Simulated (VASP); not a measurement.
Input of a VASP 6.6.1 run:

INCAR

```
ALGO     = Normal         # electronic algorithm
EDIFF    = 1E-6           # SCF threshold, eV
ENCUT    = 600            # plane-wave cutoff, eV
GGA      = PE             # functional
GGA_COMPAT= False        
ISIF     = 2              # what is computed and relaxed
ISMEAR   = 0              # smearing method
LASPH    = True           # aspherical terms in the spheres
LCHARG   = True           # write CHGCAR
LELF     = True           # ELF
LREAL    = False          # projectors in reciprocal space
LVHAR    = True         
LWAVE    = False          # write WAVECAR
NBANDS   = 15             # bands
NELM     = 120            # most SCF steps
PREC     = Accurate       # precision mode
SIGMA    = 0.01           # smearing width, eV
```

File KPOINTS:

```
k-points
0
Gamma
  8 8 8
```

File POSCAR:

```
YN
1.0
    0.0000000000      2.5018658076      2.5018658076
    2.5018658076      0.0000000000      2.5018658076
    2.5018658076      2.5018658076      0.0000000000
Y N
1 1
Direct
    0.0000000000      0.0000000000      0.0000000000
    0.5000000000      0.5000000000      0.5000000000
```

Potentials or basis: VASP PAW PBE potentials, release 64 (Y_sv, N).

Command:

```bash
$ cat potpaw_PBE.64/Y_sv/POTCAR potpaw_PBE.64/N/POTCAR > POTCAR
$ mpirun -np 1 vasp_std > vasp.out
```

Problem. Estimate the band gap on the k mesh.

Solution. 0.30 eV, indirect (least direct gap 0.73 eV).

Problem. What does it give for the pressure?

Solution. -8.5 GPa.

A k mesh can miss the band edges.
